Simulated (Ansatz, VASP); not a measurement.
# Co2O: VASP beside Ansatz

The input INCAR:

```
ALGO = Normal ; EDIFF = 1E-6
ENCUT = 520 ; GGA = PE
ISIF = 2 ; ISMEAR = -1
ISPIN = 2 ; LASPH = True
LCHARG = False ; LMAXMIX = 4
LORBIT = 11 ; LREAL = False
LWAVE = False ; MAGMOM = 0 1.5 -1.5
NBANDS = 23 ; NELM = 150
PREC = Accurate ; SIGMA = 0.1
```

KPOINTS

```
k-points
0
Gamma
  1 1 1
```

POSCAR

```
Co2O
1.0
   10.2219690000      0.0000000000      0.0000000000
    0.0000000000      9.1271880000      0.0000000000
    0.0000000000      0.0000000000      9.5859220000
O Co
1 2
Direct
    0.4429402000      0.5678089300      0.5327679300
    0.5837769900      0.6148284700      0.6605878900
    0.3700585000      0.4479048000      0.4074506900
```

Input for Ansatz:

```yaml
crystal:
  lattice:
    - [10.221969, 0.0, 0.0]
    - [0.0, 9.127188, 0.0]
    - [0.0, 0.0, 9.585922]
  atoms:
    - { symbol: O, position: [0.4429402, 0.56780893, 0.53276793] }
    - { symbol: Co, position: [0.58377699, 0.61482847, 0.66058789], spin: 1.5 }
    - { symbol: Co, position: [0.3700585, 0.4479048, 0.40745069], spin: -1.5 }
hamiltonian:
  xc: pbe
  pseudopotentials: { kind: paw }
kpoints:
  mp_grid: { grid: [1, 1, 1], shift: [0, 0, 0] }
magnetization:
  spin_polarized: true
scf:
  occupations: { method: fermi_dirac }
```

Alike in both runs: task single point; functional PBE; k mesh 1 × 1 × 1; collinear spin.

|  | VASP | Ansatz |
| --- | --- | --- |
| version | VASP 6.6.1 | Ansatz development build ahead of 0.2.0 |
| potentials or method | VASP PAW PBE potentials, release 64 (O, Co) | PAW (an earlier, plane waves, scalar-relativistic |
| plane-wave cutoff (eV) | 520 | 930 |
| occupations | fermi-dirac, width 0.1 eV | fermi-dirac |

```tsv
	VASP	Ansatz	Ansatz less VASP
net moment per atom (μB)	0.21	0.10	-0.110
size of the moment on the site where the two differ most (μB)	2.38	1.98	-0.397
```

The net moments are unlike, so the other rows may belong to different states. Site moments also hang on the region over which each program counts them.
